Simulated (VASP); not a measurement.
# TlBr (Pm-3m) in VASP: a series of runs

TlBr is run at these levels: LDA, revPBE, BLYP; tasks: single point.

Program: VASP 6.6.1. These are calculated values, not measurements. Logs are shortened: lines on timing, memory, paths and dates and some standing lists are left out, and cuts for length are marked.

**1. The cell of the first run**

The structure is cubic, space group Pm-3m (No. 221). Conventional cell: a = 3.980 Å, b = 3.980 Å, c = 3.980 Å, α = 90.00°, β = 90.00°, γ = 90.00°. Tl (site symmetry m-3m) has 8 Br at 3.45 Å and 6 Tl at 3.98 Å within 4.5 Å. Br (site symmetry m-3m) has 8 Tl at 3.45 Å and 6 Br at 3.98 Å within 4.5 Å.

**2. Single point, LDA**

Input file INCAR:

```
SYSTEM = TlBr
PREC = Accurate
ENCUT = 500
EDIFF = 1E-6
ISMEAR = 0
SIGMA = 0.01
LREAL = .False.
LASPH = .True.
NELM = 120
ALGO = Normal
ISIF = 2
LWAVE = .False.
LCHARG = .True.
GGA = CA
LELF = .True.
LVHAR = .True.
NBANDS = 17
GGA_COMPAT = .False.
```

Input file KPOINTS:

```
Automatic mesh
0
Gamma
  4 4 4
  0 0 0
```

Input file POSCAR:

```
TlBr
1.0
    3.9800000000      0.0000000000      0.0000000000
    0.0000000000      3.9800000000      0.0000000000
    0.0000000000      0.0000000000      3.9800000000
Tl Br
1 1
Direct
    0.0000000000      0.0000000000      0.0000000000
    0.5000000000      0.5000000000      0.5000000000
```

Potentials or basis: VASP PAW LDA potentials, release 64 (Tl_d, Br).

Run with:

```sh
cat potpaw_LDA.64/Tl_d/POTCAR potpaw_LDA.64/Br/POTCAR > POTCAR
mpirun -np 1 vasp_std > vasp.out
```

OUTCAR:

```text
SYSTEM = TlBr
   PREC = Accurate
   ENCUT = 500
   EDIFF = 1E-6
   ISMEAR = 0
   LREAL = .False.
   LASPH = .True.
   NELM = 120
   ISIF = 2
   GGA = CA

 ion  position               nearest neighbor table
   1  0.000  0.000  0.000-   2 3.45   2 3.45   2 3.45   2 3.45   2 3.45   2 3.45   2 3.45   2 3.45

   2  0.500  0.500  0.500-   1 3.45   1 3.45   1 3.45   1 3.45   1 3.45   1 3.45   1 3.45   1 3.45

  LATTYP: Found a simple cubic cell.
 ALAT       =     3.9800000000

  Lattice vectors:

 A1 = (   3.9800000000,   0.0000000000,   0.0000000000)
 A2 = (   0.0000000000,   3.9800000000,   0.0000000000)
 A3 = (   0.0000000000,   0.0000000000,   3.9800000000)

Analysis of symmetry for initial positions (statically):
=====================================================================
 Subroutine PRICEL returns:
 Original cell was already a primitive cell.

 Routine SETGRP: Setting up the symmetry group for a
 simple cubic supercell.

 Subroutine GETGRP returns: Found 48 space group operations
 (whereof 48 operations were pure point group operations)
 out of a pool of 48 trial point group operations.

The static configuration has the point symmetry O_h .

Analysis of symmetry for dynamics (positions and initial velocities):
=====================================================================
 Subroutine PRICEL returns:
 Original cell was already a primitive cell.

 Routine SETGRP: Setting up the symmetry group for a
 simple cubic supercell.

 Subroutine GETGRP returns: Found 48 space group operations
 (whereof 48 operations were pure point group operations)
 out of a pool of 48 trial point group operations.

The dynamic configuration has the point symmetry O_h .

 Subroutine INISYM returns: Found 48 space group operations
 (whereof 48 operations are pure point group operations),
 and found     1 'primitive' translations

----------------------------------------------------------------------------------------

                                     Primitive cell

  volume of cell :      63.0448

  direct lattice vectors                    reciprocal lattice vectors
     3.980000000  0.000000000  0.000000000     0.251256281  0.000000000  0.000000000
     0.000000000  3.980000000  0.000000000     0.000000000  0.251256281  0.000000000
     0.000000000  0.000000000  3.980000000     0.000000000  0.000000000  0.251256281

  length of vectors
     3.980000000  3.980000000  3.980000000     0.251256281  0.251256281  0.251256281

  position of ions in fractional coordinates (direct lattice)
     0.000000000  0.000000000  0.000000000
     0.500000000  0.500000000  0.500000000

  ion indices of the primitive-cell ions
   primitive index   ion index
                 1           1
                 2           2

----------------------------------------------------------------------------------------

 KPOINTS: Automatic mesh

Automatic generation of k-mesh.
 Grid dimensions read from file:
 generate k-points for:    4    4    4

 Generating k-lattice:

  Cartesian coordinates                     Fractional coordinates (reciprocal lattice)
     0.062814070  0.000000000  0.000000000     0.250000000  0.000000000  0.000000000
     0.000000000  0.062814070  0.000000000     0.000000000  0.250000000  0.000000000
     0.000000000  0.000000000  0.062814070     0.000000000  0.000000000  0.250000000

  Length of vectors
     0.062814070  0.062814070  0.062814070

  Shift w.r.t. Gamma in fractional coordinates (k-lattice)
     0.000000000  0.000000000  0.000000000

 Subroutine IBZKPT returns following result:
 ===========================================

 Found     10 irreducible k-points:

 Following reciprocal coordinates:
            Coordinates               Weight
  0.000000  0.000000  0.000000      1.000000
  0.250000  0.000000  0.000000      6.000000
  0.500000  0.000000  0.000000      3.000000
  0.250000  0.250000  0.000000     12.000000
  0.500000  0.250000  0.000000     12.000000
  0.500000  0.500000  0.000000      3.000000
  0.250000  0.250000  0.250000      8.000000
  0.500000  0.250000  0.250000     12.000000
  0.500000  0.500000  0.250000      6.000000
  0.500000  0.500000  0.500000      1.000000
   k-points           NKPTS =     10   k-points in BZ     NKDIM =     10   number of bands    NBANDS=     17
   number of dos      NEDOS =    301   number of ions     NIONS =      2
   total plane-waves  NPLWV =  27000
   dimension x,y,z NGX =    30 NGY =   30 NGZ =   30
   dimension x,y,z NGXF=    60 NGYF=   60 NGZF=   60
   ions per type =               1   1
   NGX,Y,Z   is equivalent  to a cutoff of  12.53, 12.53, 12.53 a.u.
   NGXF,Y,Z  is equivalent  to a cutoff of  25.06, 25.06, 25.06 a.u.
 SYSTEM =  TlBr
   PREC   = accura    normal or accurate (medium, high low for compatibility)
   ISTART =      0    job   : 0-new  1-cont  2-samecut
   ICHARG =      2    charge: 1-file 2-atom 10-const
   ISPIN  =      1    spin polarized calculation?
   LNONCOLLINEAR =      F non collinear calculations
   LSORBIT =      F    spin-orbit coupling
   LASPH  =      T    aspherical Exc in radial PAW
   ENCUT  =  500.0 eV  36.75 Ry    6.06 a.u.   7.26  7.26  7.26*2*pi/ulx,y,z
   NELM   =    120;   NELMIN=  2; NELMDL= -5     # of ELM steps
   EDIFF  = 0.1E-05   stopping-criterion for ELM
   LREAL  =      F    real-space projection
[... 7 lines left out ...]
   TEBEG  =    0.0;   TEEND  =   0.0 temperature during run
   PSTRESS=    0.0 pullay stress
   NELECT =      20.0000    total number of electrons
   NUPDOWN=      -1.0000    fix difference up-down
   EMIN   =  10.00;   EMAX   =-10.00  energy-range for DOS
   EFERMI =   0.00;   METHOD = LEGACY
   ISMEAR =     0;   SIGMA  =   0.01  broadening in eV -4-tet -1-fermi 0-gaus
   EFERMI_NEDOS =   21; number of points for ismear=-14 and -15
   IALGO  =     38    algorithm
   IMIX   =      4    mixing-type and parameters
     AMIX     =   0.40;   BMIX     =  1.00
     AMIX_MAG =   1.60;   BMIX_MAG =  1.00
  volume/ion in A,a.u.               =      31.52       212.72
  Fermi-wavevector in a.u.,A,eV,Ry     =   1.116525  2.109926 16.961403  1.246628
  Thomas-Fermi vector in A             =   2.253140
   LORBIT       =      0    0 simple, 1 ext, 2 COOP (PROOUT), +10 PAW based schemes
   GGA     = CA    functional components
   LHFCALC =     F    Hartree Fock is set to
   AEXX    =    0.0000 exact exchange contribution
   IVDW    =     0    specifies the selected vdW correction
   LEPSILON=     F    determine dielectric tensor
   LRPA    =     F    only Hartree local field effects (RPA)
 non-spin polarized calculation
 Gauss-broadening in eV      SIGMA  =   0.01
  energy-cutoff  :      500.00
  volume of cell :       63.04
 maximum number of plane-waves:      1628
 NGX is ok and might be reduce to    30
   NGX = 15   NGY = 15   NGZ = 15

 number of electron      20.0000005 magnetization

 Free energy of the ion-electron system (eV)
  ---------------------------------------------------
  ext. energy  EPLUGINS =         0.00000000
  ---------------------------------------------------
  free energy    TOTEN  =        -6.48377716 eV

  energy without entropy =       -6.48377716  energy(sigma->0) =       -6.48377716

 E-fermi :   2.2955     XC(G=0):  -9.3796

 val. band max:        2.2196492783   @ k =   0.5000   0.0000   0.0000
 cond. band min:       3.8579207499   @ k =   0.5000   0.0000   0.0000
 fundamental gap:      1.6382714717
 Fermi energy:         2.2954513306

 k-point     1 :       0.0000    0.0000    0.0000
  band No.  band energies     occupation
      1     -11.5198      2.00000
      2      -7.8807      2.00000
      3      -7.8807      2.00000
      4      -7.7016      2.00000
      5      -7.7016      2.00000
      6      -7.7016      2.00000
[... 9 lines left out ...]
     16      13.2115      0.00000
     17      15.6122      0.00000

 k-point     2 :       0.2500    0.0000    0.0000
  band No.  band energies     occupation
      1     -11.4025      2.00000
      2      -7.8753      2.00000
      3      -7.8136      2.00000
      4      -7.7331      2.00000
      5      -7.7331      2.00000
      6      -7.6989      2.00000
[... 9 lines left out ...]
     16      14.0774      0.00000
     17      15.3102      0.00000

 k-point     3 :       0.5000    0.0000    0.0000
  band No.  band energies     occupation
      1     -11.2769      2.00000
      2      -7.8699      2.00000
      3      -7.7640      2.00000
      4      -7.7640      2.00000
      5      -7.7504      2.00000
      6      -7.6961      2.00000
[... 9 lines left out ...]
     16      15.2196      0.00000
     17      15.7043      0.00000

 k-point     4 :       0.2500    0.2500    0.0000
  band No.  band energies     occupation
      1     -11.3131      2.00000
      2      -7.8416      2.00000
      3      -7.7694      2.00000
      4      -7.7380      2.00000
      5      -7.7305      2.00000
      6      -7.7241      2.00000
[... 9 lines left out ...]
     16      12.9652      0.00000
     17      13.4802      0.00000

 k-point     5 :       0.5000    0.2500    0.0000
  band No.  band energies     occupation
      1     -11.2199      2.00000
      2      -7.8286      2.00000
      3      -7.7553      2.00000
      4      -7.7384      2.00000
      5      -7.7215      2.00000
      6      -7.7059      2.00000
[... 9 lines left out ...]
     16      13.5603      0.00000
     17      14.1293      0.00000

 k-point     6 :       0.5000    0.5000    0.0000
  band No.  band energies     occupation
      1     -11.1619      2.00000
      2      -7.8058      2.00000
      3      -7.7467      2.00000
      4      -7.7467      2.00000
      5      -7.7068      2.00000
      6      -7.6444      2.00000
[... 9 lines left out ...]
     16      12.6120      0.00000
     17      12.6120      0.00000

 k-point     7 :       0.2500    0.2500    0.2500
  band No.  band energies     occupation
      1     -11.2314      2.00000
      2      -7.7710      2.00000
      3      -7.7710      2.00000
      4      -7.7572      2.00000
      5      -7.7572      2.00000
      6      -7.7141      2.00000
[... 9 lines left out ...]
     16      13.2079      0.00000
     17      15.6469      0.00000

 k-point     8 :       0.5000    0.2500    0.2500
  band No.  band energies     occupation
      1     -11.1461      2.00000
      2      -7.8020      2.00000
      3      -7.7601      2.00000
      4      -7.7593      2.00000
      5      -7.7270      2.00000
      6      -7.6891      2.00000
[... 9 lines left out ...]
     16      13.0964      0.00000
     17      16.4217      0.00000

 k-point     9 :       0.5000    0.5000    0.2500
  band No.  band energies     occupation
      1     -11.0695      2.00000
      2      -7.7949      2.00000
      3      -7.7949      2.00000
      4      -7.7706      2.00000
      5      -7.7235      2.00000
      6      -7.6428      2.00000
[... 9 lines left out ...]
     16      13.8666      0.00000
     17      16.7534      0.00000

 k-point    10 :       0.5000    0.5000    0.5000
  band No.  band energies     occupation
      1     -10.9708      2.00000
      2      -7.8415      2.00000
      3      -7.8415      2.00000
      4      -7.8415      2.00000
      5      -7.6413      2.00000
      6      -7.6413      2.00000
[... 9 lines left out ...]
     16      14.8182      0.00000
     17      18.2385      0.00000

------------------------ aborting loop because EDIFF is reached ----------------------------------------

  FORCE on cell =-STRESS in cart. coord.  units (eV):
  Direction    XX          YY          ZZ          XY          YZ          ZX
  --------------------------------------------------------------------------------------
  -------------------------------------------------------------------------------------
  Total       -1.0150409     -1.0150409     -1.0150409      0.0000000      0.0000000      0.0000000
  in kB      -25.7955557    -25.7955557    -25.7955557      0.0000000      0.0000000      0.0000000
  external PRESSURE =     -25.7955557 kB  Pullay stress =       0.0000000 kB

 VOLUME and BASIS-vectors are now :
 -----------------------------------------------------------------------------
  energy-cutoff  :      500.00
  volume of cell :       63.04
      direct lattice vectors                 reciprocal lattice vectors
     3.980000000  0.000000000  0.000000000     0.251256281  0.000000000  0.000000000
     0.000000000  3.980000000  0.000000000     0.000000000  0.251256281  0.000000000
     0.000000000  0.000000000  3.980000000     0.000000000  0.000000000  0.251256281

 POSITION                                       TOTAL-FORCE (eV/Angst)
 -----------------------------------------------------------------------------------
      0.00000      0.00000      0.00000         0.000000      0.000000      0.000000
      1.99000      1.99000      1.99000         0.000000      0.000000      0.000000
 -----------------------------------------------------------------------------------
    total drift:                               -0.000000     -0.000000     -0.000000

  FREE ENERGIE OF THE ION-ELECTRON SYSTEM (eV)
  ---------------------------------------------------
  free  energy   TOTEN  =        -6.4837771643 eV

  energy  without entropy=       -6.4837771643  energy(sigma->0) =       -6.48377716
```

Wall time 7.1 s (1 thread of AMD EPYC 7R13 (Zen 3), shared host); peak memory 0.12 GiB.

What came out:

```yaml
Free_energy: -6.4838 eV
Pressure: -2.6 GPa
Band_gap_on_the_k_mesh: 1.64 eV
```

Levels at points of the mesh, in eV from the valence-band top:
```tsv
k point	band 6	band 7	band 8	band 9	band 10	band 11	band 12	band 13	band 14	band 15
(0.00, 0.00, 0.00)	-9.92	-4.78	-1.30	-1.30	-1.30	6.84	6.84	7.07	7.07	7.07
(0.50, 0.00, 0.00)	-9.92	-5.64	-0.78	-0.78	0.00	1.64	5.60	5.60	7.85	10.18
(0.50, 0.50, 0.00)	-9.86	-3.86	-2.98	-2.98	-0.70	4.72	4.72	7.21	7.50	10.22
(0.50, 0.50, 0.50)	-9.86	-2.84	-1.93	-1.93	-1.93	1.94	1.94	1.94	12.60	12.60
```

Caveat: spin-orbit coupling is left out, which moves the levels of the heavy elements. Expect the measured gap to be larger: semilocal functionals such as LDA lack the derivative discontinuity.

**3. Single point, revPBE**

Input file INCAR:

```
SYSTEM = TlBr
  ALGO = Normal
  EDIFF = 1E-6
  ENCUT = 500
  GGA = RE
  GGA_COMPAT = .FALSE.
  ISIF = 2
  ISMEAR = 0
  LASPH = .TRUE.
  LCHARG = .FALSE.
  LREAL = .FALSE.
  LWAVE = .FALSE.
  NBANDS = 17
  NELM = 120
  PREC = Accurate
  SIGMA = 0.01
```

Input file KPOINTS:

```
k-points
0
G
  4 4 4
  0 0 0
```

POSCAR is that of step 2.

Potentials or basis: VASP PAW PBE potentials, release 64 (Tl_d, Br).

Run with:

```sh
cat potpaw_PBE.64/Tl_d/POTCAR potpaw_PBE.64/Br/POTCAR > POTCAR
mpirun -np 1 vasp_std > vasp.out
```

It took 7.5 s on 1 thread of AMD EPYC 7R13 (Zen 3), shared host; peak memory 0.14 GiB.

The run converged. Its results:

| Property | Result |
| --- | --- |
| Free energy | -4.9816 eV |
| Pressure | 2.8 GPa |
| Band gap on the k mesh | 1.97 eV |

Levels at points of the mesh, in eV from the valence-band top:
```csv
k point,band 7,band 8,band 9,band 10,band 11,band 12,band 13,band 14
"(0.00, 0.00, 0.00)",-4.60,-1.29,-1.29,-1.29,7.11,7.11,7.28,7.28
"(0.50, 0.00, 0.00)",-5.50,-0.80,-0.80,0.00,1.97,5.83,5.83,8.09
"(0.50, 0.50, 0.00)",-3.72,-2.89,-2.89,-0.72,4.94,4.94,7.44,7.80
"(0.50, 0.50, 0.50)",-2.74,-1.91,-1.91,-1.91,2.23,2.23,2.23,12.94
```

Caveat: the PAW data sets were made with another functional, which shifts forces and pressure a little; spin-orbit coupling is left out, which moves the levels of the heavy elements. A k mesh can miss the band edges.

**4. Single point, BLYP**

Input file INCAR:

```
SYSTEM = TlBr
AGGAC = 1.0 ; AGGAX = 1.0
ALDAC = 0.0 ; ALDAX = 1.0
ALGO = Normal ; EDIFF = 1E-6
ENCUT = 500 ; GGA = B5
GGA_COMPAT = .FALSE. ; ISIF = 2
ISMEAR = 0 ; LASPH = .TRUE.
LCHARG = .TRUE. ; LELF = .TRUE.
LREAL = .FALSE. ; LVHAR = .TRUE.
LWAVE = .FALSE. ; NBANDS = 17
NELM = 120 ; PREC = Accurate
SIGMA = 0.01
```

KPOINTS is that of step 3.

POSCAR is that of step 3.

Run with:

```sh
cat potpaw_PBE.64/Tl_d/POTCAR potpaw_PBE.64/Br/POTCAR > POTCAR
mpirun -np 1 vasp_std > vasp.out
```

Run time: 17 s. Hardware: 1 thread of AMD EPYC 7R13 (Zen 3), shared host; peak memory 0.14 GiB.

It converged, with:

```
Free energy            : -4.8117 eV
Pressure               : 3.7 GPa
Band gap on the k mesh : 1.96 eV
```

Levels at points of the mesh, in eV from the valence-band top:
```
           k point  band 8  band 9  band 10  band 11  band 12  band 13
(0.00, 0.00, 0.00)   -1.25   -1.25    -1.25     7.16     7.16     7.16
(0.50, 0.00, 0.00)   -0.75   -0.75     0.00     1.96     5.74     5.74
(0.50, 0.50, 0.00)   -2.84   -2.84    -0.67     4.89     4.89     7.26
(0.50, 0.50, 0.50)   -1.83   -1.83    -1.83     2.22     2.22     2.22
```

Caveat: the cell stands under pressure; the PAW data sets were made with another functional, which shifts forces and pressure a little; spin-orbit coupling is left out, which moves the levels of the heavy elements.

**5. Overview**

```csv
level,potentials or basis,gap on the mesh (eV),pressure (GPa)
LDA,"VASP PAW LDA potentials, release 64 (Tl_d, Br)",1.64,-2.6
revPBE,"VASP PAW PBE potentials, release 64 (Tl_d, Br)",1.97,2.8
BLYP,"VASP PAW PBE potentials, release 64 (Tl_d, Br)",1.96,3.7
```

Alike in all rows: task single point; no spin polarisation; cell as given; k mesh 4 × 4 × 4; cutoff (eV) 500; smearing gaussian 0.01 eV.

Caveats: spin-orbit coupling is left out, which moves the levels of the heavy elements; the PAW data sets were made with another functional, which shifts forces and pressure a little (at least some runs); the cell stands under pressure (at least some runs).

Absolute energies hang on the potentials; compare differences alone.
